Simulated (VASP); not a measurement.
# Mg3PtCl (Pm-3m) in VASP: a series of runs

Runs on Mg3PtCl. Level: PBE. Tasks: single point, relaxation of cell and atoms.

Everything below comes from runs of VASP 6.6.1. Logs are shortened: lines on timing, memory, paths and dates and some standing lists are left out, and cuts for length are marked.

### 1 The cell of the first run

The structure is cubic, space group Pm-3m (No. 221). The conventional cell has a = 4.475 Å, b = 4.475 Å, c = 4.475 Å, α = 90.00°, β = 90.00°, γ = 90.00°. Within 3.0 Å of Mg (site symmetry 4/mmm) lie 2 Cl at 2.24 Å. Pt (site symmetry m-3m) has 12 Mg at 3.16 Å and 8 Cl at 3.88 Å within 4.2 Å. Within 3.0 Å of Cl (site symmetry m-3m) lie 6 Mg at 2.24 Å.

The cell was built from a structure type or drawn by symmetry, and may not be a known phase.

### 2 Single point, PBE

Contents of INCAR:

```
ALGO     = Normal         # electronic algorithm
EDIFF    = 1E-6           # SCF threshold, eV
ENCUT    = 520            # plane-wave cutoff, eV
GGA      = PE             # functional
ISIF     = 2              # what is computed and relaxed
ISMEAR   = 0              # smearing method
LASPH    = True           # aspherical terms in the spheres
LCHARG   = True           # write CHGCAR
LELF     = True           # ELF
LREAL    = False          # projectors in reciprocal space
LVHAR    = True         
LWAVE    = False          # write WAVECAR
NBANDS   = 20             # bands
NELM     = 60             # most SCF steps
PREC     = Accurate       # precision mode
SIGMA    = 0.1            # smearing width, eV
```

Contents of KPOINTS:

```
k-points
0
Gamma
  4 4 4
```

Contents of POSCAR:

```
Mg3PtCl
1.0
    4.4751664100      0.0000000000      0.0000000000
    0.0000000000      4.4751664100      0.0000000000
    0.0000000000      0.0000000000      4.4751664100
Mg Pt Cl
3 1 1
Direct
    0.0000000000      0.5000000000      0.5000000000
    0.5000000000      0.0000000000      0.5000000000
    0.5000000000      0.5000000000      0.0000000000
    0.0000000000      0.0000000000      0.0000000000
    0.5000000000      0.5000000000      0.5000000000
```

Potentials or basis: VASP PAW PBE potentials, release 64 (Mg, Pt, Cl).

Command:

```console
cat potpaw_PBE.64/Mg/POTCAR potpaw_PBE.64/Pt/POTCAR potpaw_PBE.64/Cl/POTCAR > POTCAR
mpirun -np 1 vasp_std > vasp.out
```

OUTCAR:

```text
EDIFF = 1E-6
   ENCUT = 520
   GGA = PE
   ISIF = 2
   ISMEAR = 0
   LASPH = True
   LREAL = False
   NELM = 60
   PREC = Accurate

 ion  position               nearest neighbor table
   1  0.000  0.500  0.500-   5 2.24   5 2.24   4 3.16   2 3.16   3 3.16   4 3.16   2 3.16   4 3.16
                             4 3.16   2 3.16   3 3.16   3 3.16   3 3.16   2 3.16
   2  0.500  0.000  0.500-   5 2.24   5 2.24   4 3.16   1 3.16   3 3.16   4 3.16   1 3.16   3 3.16
                             3 3.16   3 3.16   1 3.16   4 3.16   4 3.16   1 3.16
   3  0.500  0.500  0.000-   5 2.24   5 2.24   4 3.16   1 3.16   1 3.16   2 3.16   2 3.16   2 3.16
                             4 3.16   2 3.16   1 3.16   4 3.16   1 3.16   4 3.16
   4  0.000  0.000  0.000-   1 3.16   2 3.16   3 3.16   1 3.16   2 3.16   1 3.16   3 3.16   1 3.16
                             2 3.16   3 3.16   2 3.16   3 3.16
   5  0.500  0.500  0.500-   1 2.24   2 2.24   3 2.24   3 2.24   2 2.24   1 2.24

  LATTYP: Found a simple cubic cell.
 ALAT       =     4.4751664100

  Lattice vectors:

 A1 = (   4.4751664100,   0.0000000000,   0.0000000000)
 A2 = (   0.0000000000,   4.4751664100,   0.0000000000)
 A3 = (   0.0000000000,   0.0000000000,   4.4751664100)

Analysis of symmetry for initial positions (statically):
=====================================================================
 Subroutine PRICEL returns:
 Original cell was already a primitive cell.

 Routine SETGRP: Setting up the symmetry group for a
 simple cubic supercell.

 Subroutine GETGRP returns: Found 48 space group operations
 (whereof 48 operations were pure point group operations)
 out of a pool of 48 trial point group operations.

The static configuration has the point symmetry O_h .

Analysis of symmetry for dynamics (positions and initial velocities):
=====================================================================
 Subroutine PRICEL returns:
 Original cell was already a primitive cell.

 Routine SETGRP: Setting up the symmetry group for a
 simple cubic supercell.

 Subroutine GETGRP returns: Found 48 space group operations
 (whereof 48 operations were pure point group operations)
 out of a pool of 48 trial point group operations.

The dynamic configuration has the point symmetry O_h .

 Subroutine INISYM returns: Found 48 space group operations
 (whereof 48 operations are pure point group operations),
 and found     1 'primitive' translations

----------------------------------------------------------------------------------------

                                     Primitive cell

  volume of cell :      89.6247

  direct lattice vectors                    reciprocal lattice vectors
     4.475166410  0.000000000  0.000000000     0.223455378  0.000000000  0.000000000
     0.000000000  4.475166410  0.000000000     0.000000000  0.223455378  0.000000000
     0.000000000  0.000000000  4.475166410     0.000000000  0.000000000  0.223455378

  length of vectors
     4.475166410  4.475166410  4.475166410     0.223455378  0.223455378  0.223455378

  position of ions in fractional coordinates (direct lattice)
     0.000000000  0.500000000  0.500000000
     0.500000000  0.000000000  0.500000000
     0.500000000  0.500000000  0.000000000
     0.000000000  0.000000000  0.000000000
     0.500000000  0.500000000  0.500000000

  ion indices of the primitive-cell ions
   primitive index   ion index
                 1           1
                 2           2
                 3           3
                 4           4
                 5           5

----------------------------------------------------------------------------------------

 KPOINTS: k-points

Automatic generation of k-mesh.
 Grid dimensions read from file:
 generate k-points for:    4    4    4

 Generating k-lattice:

  Cartesian coordinates                     Fractional coordinates (reciprocal lattice)
     0.055863844  0.000000000  0.000000000     0.250000000  0.000000000  0.000000000
     0.000000000  0.055863844  0.000000000     0.000000000  0.250000000  0.000000000
     0.000000000  0.000000000  0.055863844     0.000000000  0.000000000  0.250000000

  Length of vectors
     0.055863844  0.055863844  0.055863844

  Shift w.r.t. Gamma in fractional coordinates (k-lattice)
     0.000000000  0.000000000  0.000000000

 Subroutine IBZKPT returns following result:
 ===========================================

 Found     10 irreducible k-points:

 Following reciprocal coordinates:
            Coordinates               Weight
  0.000000  0.000000  0.000000      1.000000
  0.250000  0.000000  0.000000      6.000000
  0.500000  0.000000  0.000000      3.000000
  0.250000  0.250000  0.000000     12.000000
  0.500000  0.250000  0.000000     12.000000
  0.500000  0.500000  0.000000      3.000000
  0.250000  0.250000  0.250000      8.000000
  0.500000  0.250000  0.250000     12.000000
  0.500000  0.500000  0.250000      6.000000
  0.500000  0.500000  0.500000      1.000000
   k-points           NKPTS =     10   k-points in BZ     NKDIM =     10   number of bands    NBANDS=     20
   number of dos      NEDOS =    301   number of ions     NIONS =      5
   total plane-waves  NPLWV =  46656
   dimension x,y,z NGX =    36 NGY =   36 NGZ =   36
   dimension x,y,z NGXF=    72 NGYF=   72 NGZF=   72
   ions per type =               3   1   1
   NGX,Y,Z   is equivalent  to a cutoff of  13.37, 13.37, 13.37 a.u.
   NGXF,Y,Z  is equivalent  to a cutoff of  26.75, 26.75, 26.75 a.u.
 SYSTEM =  unknown system
   PREC   = accura    normal or accurate (medium, high low for compatibility)
   ISTART =      0    job   : 0-new  1-cont  2-samecut
   ICHARG =      2    charge: 1-file 2-atom 10-const
   ISPIN  =      1    spin polarized calculation?
   LNONCOLLINEAR =      F non collinear calculations
   LSORBIT =      F    spin-orbit coupling
   LASPH  =      T    aspherical Exc in radial PAW
   ENCUT  =  520.0 eV  38.22 Ry    6.18 a.u.   8.32  8.32  8.32*2*pi/ulx,y,z
   NELM   =     60;   NELMIN=  2; NELMDL= -5     # of ELM steps
   EDIFF  = 0.1E-05   stopping-criterion for ELM
   LREAL  =      F    real-space projection
   EDIFFG = 0.1E-04   stopping-criterion for IOM
   NSW    =      0    number of steps for IOM
   IBRION =     -1    ionic relax: 0-MD 1-quasi-New 2-CG
   NFREE  =      0    steps in history (QN), initial steepest desc. (CG)
   ISIF   =      2    stress and relaxation
   ISYM   =      2    0-nonsym 1-usesym 2-fastsym
   POTIM  = 0.5000    time-step for ionic-motion
   TEBEG  =    0.0;   TEEND  =   0.0 temperature during run
   PSTRESS=    0.0 pullay stress
   NELECT =      23.0000    total number of electrons
   NUPDOWN=      -1.0000    fix difference up-down
   EMIN   =  10.00;   EMAX   =-10.00  energy-range for DOS
   EFERMI =   0.00;   METHOD = LEGACY
   ISMEAR =     0;   SIGMA  =   0.10  broadening in eV -4-tet -1-fermi 0-gaus
   EFERMI_NEDOS =   21; number of points for ismear=-14 and -15
   IALGO  =     38    algorithm
   IMIX   =      4    mixing-type and parameters
     AMIX     =   0.40;   BMIX     =  1.00
     AMIX_MAG =   1.60;   BMIX_MAG =  1.00
  volume/ion in A,a.u.               =      17.92       120.96
  Fermi-wavevector in a.u.,A,eV,Ry     =   1.040339  1.965956 14.725659  1.082305
  Thomas-Fermi vector in A             =   2.174910
   LORBIT       =      0    0 simple, 1 ext, 2 COOP (PROOUT), +10 PAW based schemes
   GGA     = PE    functional components
   LHFCALC =     F    Hartree Fock is set to
   AEXX    =    0.0000 exact exchange contribution
   IVDW    =     0    specifies the selected vdW correction
   LEPSILON=     F    determine dielectric tensor
   LRPA    =     F    only Hartree local field effects (RPA)
 non-spin polarized calculation
 Gauss-broadening in eV      SIGMA  =   0.10
  energy-cutoff  :      520.00
  volume of cell :       89.62
 maximum number of plane-waves:      2469
 NGX is ok and might be reduce to    36
   NGX = 17   NGY = 17   NGZ = 17

 number of electron      22.9999999 magnetization

 Free energy of the ion-electron system (eV)
  ---------------------------------------------------
  ext. energy  EPLUGINS =         0.00000000
  ---------------------------------------------------
  free energy    TOTEN  =       -12.10134390 eV

  energy without entropy =      -12.09250284  energy(sigma->0) =      -12.09692337

 E-fermi :   5.9493     XC(G=0): -10.0391

 val. band max:        5.7853747592   @ k =   0.2500   0.2500   0.2500
 cond. band min:       6.0207885102   @ k =   0.5000   0.2500   0.0000
 fundamental gap:      0.2354137510
 Fermi energy:         5.9492864397

 k-point     1 :       0.0000    0.0000    0.0000
  band No.  band energies     occupation
      1     -14.8862      2.00000
      2      -3.2399      2.00000
      3      -3.2399      2.00000
      4      -3.2399      2.00000
      5      -0.0789      2.00000
      6       2.8322      2.00000
[... 12 lines left out ...]
     19      11.2625      0.00000
     20      12.3615      0.00000

 k-point     2 :       0.2500    0.0000    0.0000
  band No.  band energies     occupation
      1     -14.8474      2.00000
      2      -3.6829      2.00000
      3      -3.2250      2.00000
      4      -3.2250      2.00000
      5       0.6880      2.00000
      6       2.9603      2.00000
[... 12 lines left out ...]
     19      11.1568      0.00000
     20      12.6703      0.00000

 k-point     3 :       0.5000    0.0000    0.0000
  band No.  band energies     occupation
      1     -14.8078      2.00000
      2      -4.0444      2.00000
      3      -3.2099      2.00000
      4      -3.2099      2.00000
      5       2.0055      2.00000
      6       2.8358      2.00000
[... 12 lines left out ...]
     19      12.0362      0.00000
     20      12.1159      0.00000

 k-point     4 :       0.2500    0.2500    0.0000
  band No.  band energies     occupation
      1     -14.8095      2.00000
      2      -3.6680      2.00000
      3      -3.5605      2.00000
      4      -3.2037      2.00000
      5       1.2000      2.00000
      6       2.9886      2.00000
[... 107 lines left out ...]
 k-point     9 :       0.5000    0.5000    0.2500
  band No.  band energies     occupation
      1     -14.6967      2.00000
      2      -3.8137      2.00000
      3      -3.8137      2.00000
      4      -3.4833      2.00000
      5       2.2272      2.00000
      6       3.0541      2.00000
[... 12 lines left out ...]
     19      13.0219      0.00000
     20      13.0219      0.00000

 k-point    10 :       0.5000    0.5000    0.5000
  band No.  band energies     occupation
      1     -14.6592      2.00000
      2      -3.7796      2.00000
      3      -3.7796      2.00000
      4      -3.7796      2.00000
      5       3.3210      2.00000
      6       3.3210      2.00000
[... 12 lines left out ...]
     19      11.5681      0.00000
     20      14.6129      0.00000

------------------------ aborting loop because EDIFF is reached ----------------------------------------

  FORCE on cell =-STRESS in cart. coord.  units (eV):
  Direction    XX          YY          ZZ          XY          YZ          ZX
  --------------------------------------------------------------------------------------
  -------------------------------------------------------------------------------------
  Total        5.0686095      5.0686095      5.0686095      0.0000000     -0.0000000     -0.0000000
  in kB       90.6091066     90.6091066     90.6091066      0.0000000     -0.0000000     -0.0000000
  external PRESSURE =      90.6091066 kB  Pullay stress =       0.0000000 kB

 VOLUME and BASIS-vectors are now :
 -----------------------------------------------------------------------------
  energy-cutoff  :      520.00
  volume of cell :       89.62
      direct lattice vectors                 reciprocal lattice vectors
     4.475166410  0.000000000  0.000000000     0.223455378  0.000000000  0.000000000
     0.000000000  4.475166410  0.000000000     0.000000000  0.223455378  0.000000000
     0.000000000  0.000000000  4.475166410     0.000000000  0.000000000  0.223455378

 POSITION                                       TOTAL-FORCE (eV/Angst)
 -----------------------------------------------------------------------------------
      0.00000      2.23758      2.23758         0.000000      0.000000      0.000000
      2.23758      0.00000      2.23758         0.000000      0.000000      0.000000
      2.23758      2.23758      0.00000         0.000000      0.000000      0.000000
      0.00000      0.00000      0.00000         0.000000      0.000000      0.000000
      2.23758      2.23758      2.23758         0.000000      0.000000      0.000000
 -----------------------------------------------------------------------------------
    total drift:                                0.000000      0.000000      0.000000

  FREE ENERGIE OF THE ION-ELECTRON SYSTEM (eV)
  ---------------------------------------------------
  free  energy   TOTEN  =       -12.1013439039 eV

  energy  without entropy=      -12.0925028381  energy(sigma->0) =      -12.09692337
```

It took 41 s on 1 thread of Intel Xeon 8259CL, shared host; peak memory 0.21 GiB.

What came out:

* Free energy: -12.1013 eV
* Pressure: 9.1 GPa
* Band gap on the k mesh: zero (an odd number of electrons rules out a gap without spin polarisation)

Caveat: the cell stands under pressure; spin-orbit coupling is left out, which moves the levels of the heavy elements; an odd number of electrons without spin polarisation forces a metal; a magnetic or distorted state may lie lower.

### 3 Single point, PBE

This run uses another cell than the first one, of 20.51 Å³/atom.

Contents of INCAR:

```
SYSTEM = Mg3PtCl
PREC = Accurate
ENCUT = 520
EDIFF = 1E-6
ISMEAR = 0
SIGMA = 0.1
LREAL = .FALSE.
LASPH = .TRUE.
NELM = 60
ALGO = Normal
ISIF = 2
LWAVE = .FALSE.
LCHARG = .FALSE.
GGA = PE
NBANDS = 20
```

Contents of KPOINTS:

```
Automatic mesh
0
G
  4 4 4
  0 0 0
```

POSCAR, as its differences from that of step 2:

```diff
@@ -2,5 +2,5 @@
 1.0
-    4.4751664100      0.0000000000      0.0000000000
-    0.0000000000      4.4751664100      0.0000000000
-    0.0000000000      0.0000000000      4.4751664100
+    4.6809286300      0.0000000000      0.0000000000
+    0.0000000000      4.6809286300      0.0000000000
+    0.0000000000      0.0000000000      4.6809286300
 Mg Pt Cl
```

Potentials or basis: VASP PAW PBE potentials, release 64 (Mg, Pt, Cl).

Command:

```console
cat potpaw_PBE.64/Mg/POTCAR potpaw_PBE.64/Pt/POTCAR potpaw_PBE.64/Cl/POTCAR > POTCAR
mpirun -np 1 vasp_std > vasp.out
```

It took 34 s on 1 thread of Intel Xeon 8259CL, shared host; peak memory 0.22 GiB.

Results (log left out):

| Property | Result |
| --- | --- |
| Free energy | -12.4197 eV |
| Pressure | -0.1 GPa |
| Band gap on the k mesh | zero (an odd number of electrons rules out a gap without spin polarisation) |

Levels at points of the mesh, in eV from the Fermi level:
| k point | band 9 | band 10 | band 11 | band 12 | band 13 | band 14 |
| --- | --- | --- | --- | --- | --- | --- |
| (0.00, 0.00, 0.00) | -2.01 | -2.01 | 1.26 | 1.26 | 1.94 | 1.94 |
| (0.50, 0.00, 0.00) | -2.10 | -1.95 | -1.70 | 0.91 | 0.91 | 1.03 |
| (0.50, 0.50, 0.00) | -1.73 | -1.68 | -0.85 | -0.85 | 1.00 | 2.84 |
| (0.50, 0.50, 0.50) | -1.67 | -1.67 | -1.61 | -1.61 | -1.61 | 3.12 |

Caveat: spin-orbit coupling is left out, which moves the levels of the heavy elements; an odd number of electrons without spin polarisation forces a metal; a magnetic or distorted state may lie lower.

### 4 Relaxation of cell and atoms, PBE

Contents of INCAR:

```
SYSTEM = Mg3PtCl
PREC = Accurate
ENCUT = 600
EDIFF = 1E-6
ISMEAR = 0
SIGMA = 0.1
LREAL = .FALSE.
LASPH = .TRUE.
NELM = 100
ALGO = Normal
ISIF = 3
LWAVE = .FALSE.
LCHARG = .FALSE.
GGA = PE
IBRION = 2
NSW = 90
EDIFFG = -0.04
```

KPOINTS is that of step 3.

POSCAR, as its differences from that of step 3:

```diff
@@ -2,5 +2,5 @@
 1.0
-    4.6809286300      0.0000000000      0.0000000000
-    0.0000000000      4.6809286300      0.0000000000
-    0.0000000000      0.0000000000      4.6809286300
+    4.4751664100      0.0000000000      0.0000000000
+    0.0000000000      4.4751664100      0.0000000000
+    0.0000000000      0.0000000000      4.4751664100
 Mg Pt Cl
```

Command:

```console
cat potpaw_PBE.64/Mg/POTCAR potpaw_PBE.64/Pt/POTCAR potpaw_PBE.64/Cl/POTCAR > POTCAR
mpirun -np 1 vasp_std > vasp.out
```

Run time: 82 s. Hardware: 1 thread of Intel Xeon 8259CL, shared host; peak memory 0.22 GiB.

It converged, with:

```yaml
Free_energy: -12.4185 eV
Relaxed_volume: 20.45 Å³/atom
Relaxed_cell: a = 4.676 Å, b = 4.676 Å, c = 4.676 Å, α = 90.00°, β = 90.00°, γ = 90.00°
Space_group_after_relaxing_to_0.1_Å: Pm-3m (No. 221)
Energy_gained_by_relaxing: 63.3 meV/atom
Ionic_steps: 3
Pressure_after_relaxing: 0.0 GPa
Band_gap_on_the_k_mesh: zero (an odd number of electrons rules out a gap without spin polarisation)
```

Step by step:
| step | energy change (eV) | largest force (eV/Å) | pressure (GPa) | volume (Å³) |
| --- | --- | --- | --- | --- |
| 1 | 0.0000 | 0.0000 | 9.09 | 89.62 |
| 2 | -0.3146 | 0.0000 | -0.55 | 103.48 |
| 3 | -0.3167 | 0.0000 | 0.03 | 102.25 |

Final structure:
```
CELL_PARAMETERS angstrom
4.67613 0.00000 0.00000
0.00000 4.67613 0.00000
0.00000 0.00000 4.67613
ATOMIC_POSITIONS crystal
Mg 0.00000 0.50000 0.50000
Mg 0.50000 0.00000 0.50000
Mg 0.50000 0.50000 0.00000
Pt 0.00000 0.00000 0.00000
Cl 0.50000 0.50000 0.50000
```

Levels at points of the mesh, in eV from the Fermi level:
```csv
k point,band 7,band 8,band 9,band 10,band 11,band 12,band 13,band 14,band 15
"(0.00, 0.00, 0.00)",-2.67,-2.02,-2.02,-2.02,1.26,1.26,1.94,1.94,1.94
"(0.50, 0.00, 0.00)",-2.41,-2.10,-2.10,-1.96,-1.70,0.90,0.90,1.04,4.00
"(0.50, 0.50, 0.00)",-2.30,-2.30,-1.74,-1.69,-0.85,-0.85,1.01,2.85,2.85
"(0.50, 0.50, 0.50)",-2.30,-1.79,-1.68,-1.68,-1.62,-1.62,-1.62,3.14,3.14
```

Caveat: spin-orbit coupling is left out, which moves the levels of the heavy elements; an odd number of electrons without spin polarisation forces a metal; a magnetic or distorted state may lie lower.

(Continued in part 2 of 2.)
